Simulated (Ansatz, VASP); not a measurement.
**Ga2O3: VASP beside Ansatz**

INCAR

```
PREC = Accurate
ENCUT = 520
EDIFF = 1E-7
ISMEAR = -1
SIGMA = 0.02
LREAL = F
LASPH = T
NELM = 60
ALGO = Normal
ISIF = 2
LWAVE = F
LCHARG = T
GGA = PE
LELF = T
LVHAR = T
NBANDS = 55
```

Contents of KPOINTS:

```
regular mesh
0
Gamma
  6 6 6
```

The input POSCAR:

```
Ga2O3
1.0
    2.4922597440      1.4389068341      4.4358375795
   -2.4922597440      1.4389068341      4.4358375795
    0.0000000000     -2.8778136682      4.4358375795
Ga O
4 6
Direct
    0.8557868672      0.8557868672      0.8557868672
    0.3557868672      0.3557868672      0.3557868672
    0.1442131328      0.1442131328      0.1442131328
    0.6442131328      0.6442131328      0.6442131328
    0.4465234632      0.0534765368      0.7500000000
    0.0534765368      0.7500000000      0.4465234632
    0.5534765368      0.9465234632      0.2500000000
    0.2500000000      0.5534765368      0.9465234632
    0.9465234632      0.2500000000      0.5534765368
    0.7500000000      0.4465234632      0.0534765368
```

Input for Ansatz:

```yaml
crystal:
  lattice:
    - [2.492259744, 1.4389068341, 4.4358375795]
    - [-2.492259744, 1.4389068341, 4.4358375795]
    - [0.0, -2.8778136682, 4.4358375795]
  atoms:
    - { symbol: Ga, position: [0.8557868672, 0.8557868672, 0.8557868672] }
    - { symbol: Ga, position: [0.3557868672, 0.3557868672, 0.3557868672] }
    - { symbol: Ga, position: [0.1442131328, 0.1442131328, 0.1442131328] }
    - { symbol: Ga, position: [0.6442131328, 0.6442131328, 0.6442131328] }
    - { symbol: O, position: [0.4465234632, 0.0534765368, 0.75] }
    - { symbol: O, position: [0.0534765368, 0.75, 0.4465234632] }
    - { symbol: O, position: [0.5534765368, 0.9465234632, 0.25] }
    - { symbol: O, position: [0.25, 0.5534765368, 0.9465234632] }
    - { symbol: O, position: [0.9465234632, 0.25, 0.5534765368] }
    - { symbol: O, position: [0.75, 0.4465234632, 0.0534765368] }
kpoints:
  mp_grid: { grid: [6, 6, 6] }
  band_path:
    path:
      - [0.0, 0.0, 0.0]
      - [0.5, 0.5, 0.5]
      - [0.764580087, 0.235419913, 0.5]
      - [0.5, -0.235419913, 0.235419913]
      - [0.5, 0.0, 0.0]
      - [0.3677099565, -0.3677099565, 0.0]
      - [0.6322900435, 0.0, 0.3677099565]
      - [0.5, 0.0, 0.5]
      - [0.0, 0.166667, -0.166667]
    npoints: 1
hamiltonian:
  xc: pbe
scf:
  occupations: { method: fermi_dirac, width: 0.02 }
  n_extra_bands: 6
output:
  forces: true
  stress: true
  eigenvalues: true
```

Change from the starting cell: uniaxial_z strain -1.0%.

Alike in both runs: task single point; functional PBE; k mesh 6 × 6 × 6; occupations fermi-dirac, width 0.02 eV; no spin polarisation.

|  | VASP | Ansatz |
| --- | --- | --- |
| version | VASP 6.6.1 | Ansatz 0.2.0 |
| potentials or method | VASP PAW PBE potentials, release 64 (Ga_d, O) | plane waves, PAW |
| plane-wave cutoff (eV) | 520 | 420 |
| valence electrons in the cell | 88 | 88 |

|  | VASP | Ansatz | Ansatz less VASP |
| --- | --- | --- | --- |
| gap on the k mesh at the Fermi level (eV) | 2.94 | 2.95 | +0.007 |
| pressure (GPa) | 12.7 | 11.7 | -1.03 |
| traceless stress, the component that is largest in VASP (GPa) | 0.59 | 0.68 | +0.086 |
| rms of the force components (eV/Å) | 0.032 | 0.025 | -0.0070 |

Atom by atom the forces differ by 0.009 eV/Å (rms over components).
